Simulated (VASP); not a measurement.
# Ru (P6_3/mmc) in VASP: further runs

Runs on Ru. Level: BLYP. Tasks: single point.

Program: VASP 6.6.1. These are calculated values, not measurements. Logs are shortened: lines on timing, memory, paths and dates and some standing lists are left out, and cuts for length are marked.

### 1 The cell of the first run

Symmetry: P6_3/mmc, No. 194, hexagonal system. Conventional cell: a = 2.768 Å, b = 2.768 Å, c = 4.348 Å, α = 90.00°, β = 90.00°, γ = 120.00°. Within 3.6 Å of Ru (site symmetry -6m2) lie 12 Ru at 2.70 to 2.77 Å.

### 2 Single point, BLYP

INCAR

```
SYSTEM = Ru
  PREC = Accurate
  ENCUT = 520
  EDIFF = 1E-7
  ISMEAR = -1
  SIGMA = 0.1
  LREAL = .False.
  LASPH = .True.
  NELM = 80
  ALGO = Normal
  ISIF = 2
  LWAVE = .False.
  LCHARG = .False.
  GGA = B5
  ALDAX = 1.0
  AGGAX = 1.0
  AGGAC = 1.0
  ALDAC = 0.0
  NBANDS = 21
```

KPOINTS

```
Automatic mesh
0
Gamma
  7 7 4
  0 0 0
```

POSCAR

```
Ru
1.0
    2.7683314406      0.0000000000      0.0000000000
   -1.3841657203      2.3974453537      0.0000000000
    0.0000000000      0.0000000000      4.3482744640
Ru
2
Direct
    0.3333333333      0.6666666667      0.2500000000
    0.6666666667      0.3333333333      0.7500000000
```

Potentials or basis: VASP PAW PBE potentials, release 64 (Ru_pv).

Command:

```console
$ cat potpaw_PBE.64/Ru_pv/POTCAR > POTCAR
$ mpirun -np 1 vasp_std > vasp.out
```

OUTCAR:

```text
SYSTEM = Ru
   PREC = Accurate
   ENCUT = 520
   EDIFF = 1E-7
   ISMEAR = -1
   LREAL = .False.
   LASPH = .True.
   NELM = 80
   ISIF = 2
   GGA = B5

 ion  position               nearest neighbor table
   1  0.333  0.667  0.250-   2 2.70   2 2.70   2 2.70   2 2.70   2 2.70   2 2.70
   2  0.667  0.333  0.750-   1 2.70   1 2.70   1 2.70   1 2.70   1 2.70   1 2.70

  LATTYP: Found a hexagonal cell.
 ALAT       =     2.7683314406
 C/A-ratio  =     1.5707203264

  Lattice vectors:

 A1 = (   2.7683314406,   0.0000000000,   0.0000000000)
 A2 = (  -1.3841657203,   2.3974453537,   0.0000000000)
 A3 = (   0.0000000000,   0.0000000000,   4.3482744640)

Analysis of symmetry for initial positions (statically):
=====================================================================
 Subroutine PRICEL returns:
 Original cell was already a primitive cell.

 Routine SETGRP: Setting up the symmetry group for a
 hexagonal supercell.

 Subroutine GETGRP returns: Found 24 space group operations
 (whereof 12 operations were pure point group operations)
 out of a pool of 24 trial point group operations.

The static configuration has the point symmetry D_3d.
 The point group associated with its full space group is D_6h.

Analysis of symmetry for dynamics (positions and initial velocities):
=====================================================================
 Subroutine PRICEL returns:
 Original cell was already a primitive cell.

 Routine SETGRP: Setting up the symmetry group for a
 hexagonal supercell.

 Subroutine GETGRP returns: Found 24 space group operations
 (whereof 12 operations were pure point group operations)
 out of a pool of 24 trial point group operations.

The dynamic configuration has the point symmetry D_3d.
 The point group associated with its full space group is D_6h.

 Subroutine INISYM returns: Found 24 space group operations
 (whereof 12 operations are pure point group operations),
 and found     1 'primitive' translations

----------------------------------------------------------------------------------------

                                     Primitive cell

  volume of cell :      28.8592

  direct lattice vectors                    reciprocal lattice vectors
     2.768331441  0.000000000  0.000000000     0.361228423  0.208555327  0.000000000
    -1.384165720  2.397445354  0.000000000     0.000000000  0.417110654  0.000000000
     0.000000000  0.000000000  4.348274464     0.000000000  0.000000000  0.229976283

  length of vectors
     2.768331441  2.768331441  4.348274464     0.417110654  0.417110654  0.229976283

  position of ions in fractional coordinates (direct lattice)
     0.333333333  0.666666667  0.250000000
     0.666666667  0.333333333  0.750000000

  ion indices of the primitive-cell ions
   primitive index   ion index
                 1           1
                 2           2

----------------------------------------------------------------------------------------

 KPOINTS: Automatic mesh

Automatic generation of k-mesh.
 Grid dimensions read from file:
 generate k-points for:    7    7    4

 Generating k-lattice:

  Cartesian coordinates                     Fractional coordinates (reciprocal lattice)
     0.051604060  0.029793618  0.000000000     0.142857143  0.000000000  0.000000000
     0.000000000  0.059587236  0.000000000     0.000000000  0.142857143  0.000000000
     0.000000000  0.000000000  0.057494071     0.000000000  0.000000000  0.250000000

  Length of vectors
     0.059587236  0.059587236  0.057494071

  Shift w.r.t. Gamma in fractional coordinates (k-lattice)
     0.000000000  0.000000000  0.000000000

 Subroutine IBZKPT returns following result:
 ===========================================

 Found     24 irreducible k-points:

 Following reciprocal coordinates:
            Coordinates               Weight
  0.000000  0.000000  0.000000      1.000000
  0.142857  0.000000  0.000000      6.000000
  0.285714  0.000000  0.000000      6.000000
  0.428571 -0.000000  0.000000      6.000000
  0.142857  0.142857  0.000000      6.000000
  0.285714  0.142857  0.000000     12.000000
[... 16 lines left out ...]
  0.428571  0.142857  0.500000      6.000000
  0.285714  0.285714  0.500000      6.000000
   k-points           NKPTS =     24   k-points in BZ     NKDIM =     24   number of bands    NBANDS=     21
   number of dos      NEDOS =    301   number of ions     NIONS =      2
   total plane-waves  NPLWV =  18432
   dimension x,y,z NGX =    24 NGY =   24 NGZ =   32
   dimension x,y,z NGXF=    48 NGYF=   48 NGZF=   64
   ions per type =               2
   NGX,Y,Z   is equivalent  to a cutoff of  14.41, 14.41, 12.23 a.u.
   NGXF,Y,Z  is equivalent  to a cutoff of  28.83, 28.83, 24.47 a.u.
 SYSTEM =  Ru
   PREC   = accura    normal or accurate (medium, high low for compatibility)
   ISTART =      0    job   : 0-new  1-cont  2-samecut
   ICHARG =      2    charge: 1-file 2-atom 10-const
   ISPIN  =      1    spin polarized calculation?
   LNONCOLLINEAR =      F non collinear calculations
   LSORBIT =      F    spin-orbit coupling
   LASPH  =      T    aspherical Exc in radial PAW
   ENCUT  =  520.0 eV  38.22 Ry    6.18 a.u.   5.15  5.15  8.08*2*pi/ulx,y,z
   NELM   =     80;   NELMIN=  2; NELMDL= -5     # of ELM steps
   EDIFF  = 0.1E-06   stopping-criterion for ELM
   LREAL  =      F    real-space projection
   EDIFFG = 0.1E-05   stopping-criterion for IOM
   NSW    =      0    number of steps for IOM
   IBRION =     -1    ionic relax: 0-MD 1-quasi-New 2-CG
   NFREE  =      0    steps in history (QN), initial steepest desc. (CG)
   ISIF   =      2    stress and relaxation
   ISYM   =      2    0-nonsym 1-usesym 2-fastsym
   POTIM  = 0.5000    time-step for ionic-motion
   TEBEG  =    0.0;   TEEND  =   0.0 temperature during run
   PSTRESS=    0.0 pullay stress
   NELECT =      28.0000    total number of electrons
   NUPDOWN=      -1.0000    fix difference up-down
   EMIN   =  10.00;   EMAX   =-10.00  energy-range for DOS
   EFERMI =   0.00;   METHOD = LEGACY
   ISMEAR =    -1;   SIGMA  =   0.10  broadening in eV -4-tet -1-fermi 0-gaus
   EFERMI_NEDOS =   21; number of points for ismear=-14 and -15
   IALGO  =     38    algorithm
   IMIX   =      4    mixing-type and parameters
     AMIX     =   0.40;   BMIX     =  1.00
     AMIX_MAG =   1.60;   BMIX_MAG =  1.00
  volume/ion in A,a.u.               =      14.43        97.38
  Fermi-wavevector in a.u.,A,eV,Ry     =   1.620689  3.062657 35.737494  2.626632
  Thomas-Fermi vector in A             =   2.714587
   LORBIT       =      0    0 simple, 1 ext, 2 COOP (PROOUT), +10 PAW based schemes
   GGA     = B5    functional components
   LHFCALC =     F    Hartree Fock is set to
   AEXX    =    0.0000 exact exchange contribution
   IVDW    =     0    specifies the selected vdW correction
   LEPSILON=     F    determine dielectric tensor
   LRPA    =     F    only Hartree local field effects (RPA)
 non-spin polarized calculation
  energy-cutoff  :      520.00
  volume of cell :       28.86
 maximum number of plane-waves:       796
 NGX is ok and might be reduce to    24
   NGX = 11   NGY = 11   NGZ = 17

 number of electron      28.0000012 magnetization

 Free energy of the ion-electron system (eV)
  ---------------------------------------------------
  ext. energy  EPLUGINS =         0.00000000
  ---------------------------------------------------
  free energy    TOTEN  =       -15.85273600 eV

  energy without entropy =      -15.76700681  energy(sigma->0) =      -15.80987141

 E-fermi :  12.3319     XC(G=0): -13.0785

 val. band max:       12.3237180746   @ k =   0.1429   0.1429   0.0000
 cond. band min:      12.3507804751   @ k =   0.2857   0.0000   0.0000
 fundamental gap:      0.0270624005
 Fermi energy:        12.3319491196

 k-point     1 :       0.0000    0.0000    0.0000
  band No.  band energies     occupation
      1     -31.0190      2.00000
      2     -30.1975      2.00000
      3     -30.1975      2.00000
      4     -30.0590      2.00000
      5     -30.0488      2.00000
      6     -30.0488      2.00000
[... 13 lines left out ...]
     20      22.5244      0.00000
     21      22.5586      0.00000

 k-point     2 :       0.1429    0.0000    0.0000
  band No.  band energies     occupation
      1     -30.9630      2.00000
      2     -30.3095      2.00000
      3     -30.2356      2.00000
      4     -30.1652      2.00000
      5     -30.0872      2.00000
      6     -30.0647      2.00000
[... 13 lines left out ...]
     20      22.5242      0.00000
     21      22.5521      0.00000

 k-point     3 :       0.2857    0.0000    0.0000
  band No.  band energies     occupation
      1     -30.8171      2.00000
      2     -30.5619      2.00000
      3     -30.4154      2.00000
      4     -30.3162      2.00000
      5     -30.1700      2.00000
      6     -30.1044      2.00000
[... 13 lines left out ...]
     20      22.5235      0.00000
     21      22.5394      0.00000

 k-point     4 :       0.4286   -0.0000    0.0000
  band No.  band energies     occupation
      1     -30.7645      2.00000
      2     -30.6541      2.00000
      3     -30.6062      2.00000
      4     -30.3776      2.00000
      5     -30.2820      2.00000
      6     -30.1385      2.00000
[... 13 lines left out ...]
     20      22.5221      0.00000
     21      22.7284      0.00000

 k-point     5 :       0.1429    0.1429    0.0000
  band No.  band energies     occupation
      1     -30.8614      2.00000
      2     -30.4495      2.00000
      3     -30.4075      2.00000
      4     -30.2490      2.00000
      5     -30.1432      2.00000
      6     -30.1215      2.00000
[... 13 lines left out ...]
     20      22.5239      0.00000
     21      22.5451      0.00000
[... 382 lines left out ...]
     20      22.5232      0.00000
     21      27.9394      0.00000

 k-point    22 :       0.2857    0.1429    0.5000
  band No.  band energies     occupation
      1     -30.7878      2.00000
      2     -30.7878      2.00000
      3     -30.3564      2.00000
      4     -30.3564      2.00000
      5     -30.2184      2.00000
      6     -30.2184      2.00000
[... 13 lines left out ...]
     20      22.5209      0.00000
     21      24.9113      0.00000

 k-point    23 :       0.4286    0.1429    0.5000
  band No.  band energies     occupation
      1     -30.8539      2.00000
      2     -30.8539      2.00000
      3     -30.3951      2.00000
      4     -30.3951      2.00000
      5     -30.2202      2.00000
      6     -30.2202      2.00000
[... 13 lines left out ...]
     20      22.3042      0.00000
     21      22.5727      0.00000

 k-point    24 :       0.2857    0.2857    0.5000
  band No.  band energies     occupation
      1     -30.7978      2.00000
      2     -30.7978      2.00000
      3     -30.4959      2.00000
      4     -30.4959      2.00000
      5     -30.2051      2.00000
      6     -30.2051      2.00000
[... 13 lines left out ...]
     20      22.5129      0.00000
     21      23.6653      0.00000

------------------------ aborting loop because EDIFF is reached ----------------------------------------

  FORCE on cell =-STRESS in cart. coord.  units (eV):
  Direction    XX          YY          ZZ          XY          YZ          ZX
  --------------------------------------------------------------------------------------
  -------------------------------------------------------------------------------------
  Total        0.3542118      0.3542118     -0.0894034      0.0000000     -0.0000000     -0.0000000
  in kB       19.6648128     19.6648128     -4.9634202      0.0000000     -0.0000000     -0.0000000
  external PRESSURE =      11.4554018 kB  Pullay stress =       0.0000000 kB

 VOLUME and BASIS-vectors are now :
 -----------------------------------------------------------------------------
  energy-cutoff  :      520.00
  volume of cell :       28.86
      direct lattice vectors                 reciprocal lattice vectors
     2.768331441  0.000000000  0.000000000     0.361228423  0.208555327  0.000000000
    -1.384165720  2.397445354  0.000000000     0.000000000  0.417110654  0.000000000
     0.000000000  0.000000000  4.348274464     0.000000000  0.000000000  0.229976283

 POSITION                                       TOTAL-FORCE (eV/Angst)
 -----------------------------------------------------------------------------------
     -0.00000      1.59830      1.08707        -0.000000      0.000000      0.000000
      1.38417      0.79915      3.26121         0.000000     -0.000000      0.000000
 -----------------------------------------------------------------------------------
    total drift:                               -0.000000      0.000000     -0.000000

  FREE ENERGIE OF THE ION-ELECTRON SYSTEM (eV)
  ---------------------------------------------------
  free  energy   TOTEN  =       -15.8527360049 eV

  energy  without entropy=      -15.7670068086  energy(sigma->0) =      -15.80987141
```

It took 22 s on 1 thread of AMD EPYC 9R14 (Zen 4), shared host; peak memory 0.11 GiB.

What came out:

```
Free energy            : -15.8527 eV
Pressure               : 1.1 GPa
Band gap on the k mesh : zero (band 14 reaches 13.47 eV, above the bottom of band 15 at 10.95 eV)
```

Levels at points of the mesh, in eV from the Fermi level:
```tsv
k point	band 10	band 11	band 12	band 13	band 14	band 15	band 16	band 17	band 18	band 19
(0.00, 0.00, 0.00)	-2.39	-2.20	-1.76	-1.76	-1.39	-1.39	1.02	1.02	1.57	9.68
(0.00, 0.00, 0.50)	-2.57	-2.57	-2.57	-2.45	-2.45	0.43	0.43	0.43	0.43	10.19
```

Caveat: the k points lie up to 0.37 Å⁻¹ apart; the PAW data sets were made with another functional, which shifts forces and pressure a little.

(Continued in part 2 of 2.)
